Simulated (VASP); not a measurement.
## Fe: single point with PBEsol

Fe:

```xyz
1
Lattice="-1.4430 1.4430 1.4430 1.4430 -1.4430 1.4430 1.4430 1.4430 -1.4430" Properties=species:S:1:pos:R:3 pbc="T T T"
Fe    0.0000    0.0000    0.0000
```

- Program: VASP 6.6.1
- Task: single point
- Functional: PBEsol
- Potentials or basis: VASP PAW PBE potentials, release 64 (Fe)
- Cutoff: 520 eV
- k mesh: 11 × 11 × 11
- Occupations: fermi-dirac, width 0.05 eV
- Spin: collinear spin, zero start
- Starting moments: [0.0] μB
- Fixed moment: 0 μB
- Dipole correction: no
- Further INCAR settings: ALGO = Normal; EDIFF = 1e-06; NBANDS = 14

```json
{"Pressure": "-34.9 GPa", "Net moment": "0.00 μB per cell", "Valence electrons inside the program's atomic spheres": "Fe 7.15"}
```

Run time: 9.8 s on 1 thread of AMD EPYC 9R45 (Zen 5), with other jobs on the host, peak memory 0.1 GiB.

Caveat: the PAW data sets were made with another functional, which shifts forces and pressure a little; the total moment is fixed, so each spin has its own Fermi level.
